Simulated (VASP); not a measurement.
# CdP2C (P-4m2) in VASP: further runs, part 3 of 3

VASP 6.6.1.

### 6 Relaxation of cell and atoms, LDA

This run uses another cell than the first one, of 16.49 Å³/atom.

Input file INCAR:

```
PREC     = Accurate       # precision mode
ENCUT    = 600            # plane-wave cutoff, eV
EDIFF    = 1E-7           # SCF threshold, eV
ISMEAR   = -1             # smearing method
SIGMA    = 0.02           # smearing width, eV
LREAL    = F              # projectors in reciprocal space
LASPH    = T              # aspherical terms in the spheres
NELM     = 100            # most SCF steps
ALGO     = Normal         # electronic algorithm
ISIF     = 3              # what is computed and relaxed
LWAVE    = F              # write WAVECAR
LCHARG   = F              # write CHGCAR
GGA      = CA             # functional
IBRION   = 2              # ionic algorithm
NSW      = 80             # ionic steps
EDIFFG   = -0.005         # ionic threshold
```

Input file KPOINTS:

```
Automatic mesh
0
Gamma
  8 8 4
```

Input file POSCAR:

```
CdP2C
1.0
    3.2819518066      0.0000000000      0.0000000000
    0.0000000000      3.2819518066      0.0000000000
    0.0000000000      0.0000000000      6.1236370406
Cd P C
1 2 1
Direct
    0.0000000000      0.0000000000      0.0000000000
    0.0000000000      0.5000000000      0.3295789846
    0.5000000000      0.0000000000      0.6704210154
    0.5000000000      0.5000000000      0.5000000000
```

Potentials or basis: VASP PAW LDA potentials, release 64 (Cd, P, C).

On the command line:

```bash
$ cat potpaw_LDA.64/Cd/POTCAR potpaw_LDA.64/P/POTCAR potpaw_LDA.64/C/POTCAR > POTCAR
$ mpirun -np 1 vasp_std > vasp.out
```

OUTCAR:

```text
PREC = Accurate
   ENCUT = 600
   EDIFF = 1E-7
   ISMEAR = -1
   LREAL = F
   LASPH = T
   NELM = 100
   ISIF = 3
   GGA = CA
   IBRION = 2
   NSW = 80
   EDIFFG = -0.005

 ion  position               nearest neighbor table
   1  0.000  0.000  0.000-   2 2.60   3 2.60   2 2.60   3 2.60
   2  0.000  0.500  0.330-   4 1.94   4 1.94   1 2.60   1 2.60
   3  0.500  0.000  0.670-   4 1.94   4 1.94   1 2.60   1 2.60
   4  0.500  0.500  0.500-   2 1.94   3 1.94   3 1.94   2 1.94

  LATTYP: Found a simple tetragonal cell.
 ALAT       =     3.2819518066
 C/A-ratio  =     1.8658522128

  Lattice vectors:

 A1 = (   3.2819518066,   0.0000000000,   0.0000000000)
 A2 = (   0.0000000000,   3.2819518066,   0.0000000000)
 A3 = (   0.0000000000,   0.0000000000,   6.1236370406)

[... 372 lines left out ...]

 Free energy of the ion-electron system (eV)
  ---------------------------------------------------
  ext. energy  EPLUGINS =         0.00000000
  ---------------------------------------------------
  free energy    TOTEN  =       -22.31156924 eV

  energy without entropy =      -22.30935380  energy(sigma->0) =      -22.31046152

 E-fermi :   5.6309     XC(G=0): -10.8515

 val. band max:        5.6137273828   @ k =   0.5000   0.1250   0.0000
 cond. band min:       5.6670868800   @ k =   0.3750   0.3750   0.5000
 fundamental gap:      0.0533594973
 Fermi energy:         5.6308733239

 k-point     1 :       0.0000    0.0000    0.0000
  band No.  band energies     occupation
      1     -12.3718      2.00000
      2      -7.6145      2.00000
      3      -4.2191      2.00000
      4      -3.7682      2.00000
      5      -2.7233      2.00000
      6      -2.5654      2.00000
[... 457 lines left out ...]
      4      -3.5746      2.00000
      5      -3.3935      2.00000
      6      -3.0334      2.00000
[... 9 lines left out ...]
     16       7.9597      0.00000
     17       9.8676      0.00000

 [... further k-points ...]
[... 5 lines left out ...]
  --------------------------------------------------------------------------------------
  -------------------------------------------------------------------------------------
  Total        0.0105287      0.0105287     -0.0096610      0.0000000      0.0000000      0.0000000
  in kB        0.2619418      0.2619418     -0.2403542      0.0000000      0.0000000      0.0000000
  external PRESSURE =       0.0945098 kB  Pullay stress =       0.0000000 kB
[... 19 lines left out ...]
  FREE ENERGIE OF THE ION-ELECTRON SYSTEM (eV)
  ---------------------------------------------------
  free  energy   TOTEN  =       -22.3115692427 eV

  energy  without entropy=      -22.3093537996  energy(sigma->0) =      -22.31046152

 reached required accuracy - stopping structural energy minimisation
```

It took 28 min on 1 thread of Intel Xeon 8259CL, shared host; peak memory 0.23 GiB.

Results:

| Property | Result |
| --- | --- |
| Free energy | -22.3116 eV |
| Relaxed volume | 16.10 Å³/atom |
| Relaxed cell | a = 2.799 Å, b = 2.799 Å, c = 8.218 Å, α = 90.00°, β = 90.00°, γ = 90.00° |
| Space group after relaxing (to 0.1 Å) | P-4m2 (No. 115) |
| Energy gained by relaxing | 316.2 meV/atom |
| Ionic steps | 36 |
| Pressure after relaxing | 0.0 GPa |
| Band gap on the k mesh | zero (bands 13 and 14 overlap by 2.54 eV) |

The path:
```
step  energy change (eV)  largest force (eV/Å)  pressure (GPa)  volume (Å³)
   1              0.0000                0.1459           -5.81        65.96
   2             -0.0729                0.1606            2.51        60.41
   3             -0.0830                0.1586            0.08        61.74
   4             -0.0830                0.1582           -0.06        61.82
   5             -0.0848                0.0180           -0.11        61.80
   6             -0.0850                0.0298           -0.12        61.79
   7             -0.0854                0.0258            0.04        61.68
   8             -0.0859                0.0158            0.45        61.40
   9             -0.0861                0.0133            0.40        61.41
  10             -0.0866                0.0056            0.28        61.46
  11             -0.0875                0.0129            0.05        61.55
  12             -0.0916                0.0421           -0.43        61.71
  13             -0.1248                0.0052           -1.31        62.01
  14             -0.3107                0.1115           -2.43        62.45
  15             -0.8569                1.1845           -4.21        62.76
  16             -0.5806                3.0708           -0.36        61.26
  17             -1.0488                1.7149           -4.16        62.59
  18             -1.0587                1.8410           -4.09        62.53
  19             -1.0551                1.7811           -4.12        62.56
  20             -1.0943                1.5085           -3.06        62.17
  21             -1.1626                0.6205            0.47        61.00
  22             -1.1678                0.2475            1.97        60.56
  23             -1.1798                0.2116            1.85        60.75
  24             -1.2104                0.1119            1.55        61.35
  25             -1.2487                0.0835            1.46        62.51
  26             -1.2459                0.5596            1.89        64.79
  27             -1.2587                0.3617            1.60        63.73
  28             -1.2598                0.3165           -1.29        65.08
  29             -1.2648                0.0012            0.05        64.43
  30             -1.2648                0.0082            0.08        64.42
  31             -1.2648                0.0138            0.03        64.45
  32             -1.2648                0.0170            0.00        64.47
  33             -1.2648                0.0002           -0.05        64.47
  34             -1.2648                0.0002           -0.05        64.47
  35             -1.2648                0.0008           -0.02        64.43
  36             -1.2648                0.0013            0.01        64.40
```

Final structure:
```cif
data_structure
_symmetry_space_group_name_H-M 'P 1'
_symmetry_Int_Tables_number 1
_cell_length_a 2.7993
_cell_length_b 2.7993
_cell_length_c 8.2182
_cell_angle_alpha 90.000
_cell_angle_beta 90.000
_cell_angle_gamma 90.000
_cell_volume 64.40
loop_
_atom_site_label
_atom_site_type_symbol
_atom_site_fract_x
_atom_site_fract_y
_atom_site_fract_z
_atom_site_occupancy
Cd1 Cd 0.00000 0.00000 0.00000 1
P1 P 0.00000 0.50000 0.35616 1
P2 P 0.50000 0.00000 0.64384 1
C1 C 0.50000 0.50000 0.50000 1
```

Caveat: a cell axis changed by over 15 % at a fixed basis, so the end point is rough.

### 7 The runs side by side

```tsv
task	level	potentials or basis	cell	k mesh	cutoff (eV)	gap on the mesh (eV)	pressure (GPa)	relaxed volume (Å³/atom)	largest force (eV/Å)
single point	PBEsol	VASP PAW PBE potentials, release 64 (Cd, P, C)	a = 2.820, b = 2.820, c = 8.390 Å, 4 atoms, atomic positions A	8 × 8 × 4	520	none	0.1	-	0.04
single point	r2SCAN	VASP PAW PBE potentials, release 64 (Cd, P, C)	a = 3.305, b = 3.305, c = 5.972 Å, 4 atoms, atomic positions B	8 × 8 × 4	520	none	0.0	-	0.07
relaxation of cell and atoms	PBE	VASP PAW PBE potentials, release 64 (Cd, P, C)	relaxed from a = 3.480, b = 3.480, c = 4.922 Å, 4 atoms, atomic positions C	6 × 6 × 6	600	none	0.0	16.49	-
relaxation of cell and atoms	PBEsol	VASP PAW PBE potentials, release 64 (Cd, P, C)	relaxed from a = 3.282, b = 3.282, c = 6.124 Å, 4 atoms, atomic positions D	8 × 8 × 4	600	none	0.0	16.57	-
relaxation of cell and atoms	LDA	VASP PAW LDA potentials, release 64 (Cd, P, C)	relaxed from a = 3.282, b = 3.282, c = 6.124 Å, 4 atoms, atomic positions D	8 × 8 × 4	600	none	0.0	16.10	-
```

Alike in all rows: no spin polarisation; smearing fermi-dirac 0.02 eV.

Caveats: the PAW data sets were made with another functional, which shifts forces and pressure a little (at least some runs); a cell axis changed by over 15 % at a fixed basis, so the end point is rough (at least some runs).

Absolute energies hang on the potentials; compare differences alone.

The gap in the log of VASP goes by the Fermi energy; the results here count the filled bands.